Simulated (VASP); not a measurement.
Runs of VASP 6.6.1 on Ir. The structure is that of space group Fm-3m (No. 225), or close to it. The cells are those of the table. 

```csv
task,cell,k mesh,cutoff (eV),gap on the mesh (eV),pressure (GPa)
relaxation of cell and atoms,"relaxed from a = 2.736 Å, angles 60.0°, 1 atom",18 × 18 × 18,600,none,0.0
single point,"a = 2.736 Å, angles 60.0°, 1 atom",10 × 10 × 10,500,none,(a)
single point,"a = 2.666 Å, angles 60.0°, 1 atom",8 × 8 × 8,500,none,35.9
single point,"a = 2.737 Å, angles 60.0°, 1 atom",18 × 18 × 18,520,none,0.5
```

Alike in all rows: level PBE; potentials or basis VASP PAW PBE potentials, release 64 (Ir); no spin polarisation; smearing gaussian 0.1 eV.

Question: Estimate the missing entries.

Answer: (a) 0.9.

Caveats: some runs use coarse meshes; spin-orbit coupling is left out, which moves the levels of the heavy elements.

A k mesh can miss the band edges, and the runs leave out spin-orbit coupling on Ir.

A gap of «none» marks levels without a gap at the run's occupations.
